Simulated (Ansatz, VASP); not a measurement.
**Two plane-wave programs on TiO**

The input POSCAR:

```
TiO
1.0
    4.9890877720      0.0000000000      0.0000000000
   -2.4945438860      4.3206767523      0.0000000000
    0.0000000000      0.0000000000      2.8733134400
Ti O
3 3
Direct
    0.6666666667      0.3333333333      0.5000000000
    0.3333333333      0.6666666667      0.5000000000
    0.0000000000      0.0000000000      0.0000000000
    0.6055592400      0.6055592400      0.0000000000
    0.3944407600      0.0000000000      0.0000000000
    0.0000000000      0.3944407600      0.0000000000
```

INCAR.step1

```
SYSTEM = TiO
PREC = Accurate
ENCUT = 520
ISMEAR = -1
SIGMA = 0.2
LREAL = .False.
LASPH = .True.
NELM = 60
NBANDS = 36
GGA = PE
ALGO = Normal
EDIFF = 1E-4
LWAVE = .True.
LCHARG = .False.
```

INCAR.step2

```
SYSTEM = TiO
PREC = Accurate
ENCUT = 520
EDIFF = 1E-7
ISMEAR = -1
SIGMA = 0.2
LREAL = .False.
LASPH = .True.
NELM = 60
ALGO = Normal
ISIF = 2
LWAVE = .False.
LCHARG = .False.
METAGGA = R2SCAN
LMIXTAU = .True.
NBANDS = 36
ISTART = 1
```

Contents of KPOINTS:

```
Automatic mesh
0
Gamma
  12 12 12
  0 0 0
```

Input for Ansatz:

```yaml
crystal:
  lattice:
    - [4.989087772, 0.0, 0.0]
    - [-2.494543886, 4.3206767523, 0.0]
    - [0.0, 0.0, 2.87331344]
  atoms:
    - { symbol: Ti, position: [0.6666666667, 0.3333333333, 0.5] }
    - { symbol: Ti, position: [0.3333333333, 0.6666666667, 0.5] }
    - { symbol: Ti, position: [0.0, 0.0, 0.0] }
    - { symbol: O, position: [0.60555924, 0.60555924, 0.0] }
    - { symbol: O, position: [0.39444076, 0.0, 0.0] }
    - { symbol: O, position: [0.0, 0.39444076, 0.0] }
basis:
  ecutwfc: 500
kpoints:
  mp_grid: { grid: [12, 12, 12] }
hamiltonian:
  xc: r2scan
scf:
  occupations: { method: fermi_dirac, width: 0.2 }
output:
  forces: true
  stress: true
  eigenvalues: true
```

Alike in both runs: task single point; functional r2SCAN; k mesh 12 × 12 × 12; occupations fermi-dirac, width 0.2 eV; no spin polarisation.

|  | VASP | Ansatz |
| --- | --- | --- |
| version | VASP 6.6.1 | Ansatz 0.2.0 |
| potentials or method | VASP PAW PBE potentials, release 64 (Ti_sv, O), cutoff 520 eV | scalar-relativistic, plane waves, PAW |
| valence electrons in the cell | 54 | 54 |

Ansatz gave:

```
gap on the k mesh at the Fermi level (eV)                     : none
pressure (GPa)                                                : -1.1
traceless stress, the component that is largest in VASP (GPa) : 0.08
rms of the force components (eV/Å)                            : 0.023
```

Which values does VASP return?

gap on the k mesh at the Fermi level (eV): none; pressure (GPa): 0.4; traceless stress, the component that is largest in VASP (GPa): 0.10; rms of the force components (eV/Å): 0.012.

VASP's potentials were made for PBE, not for r2SCAN. Atom by atom the forces differ by 0.011 eV/Å (rms over components). A gap of «none» marks a metal or a gap that the smearing closes. With one functional, cell and mesh, what is left measures potentials, basis and numerics.
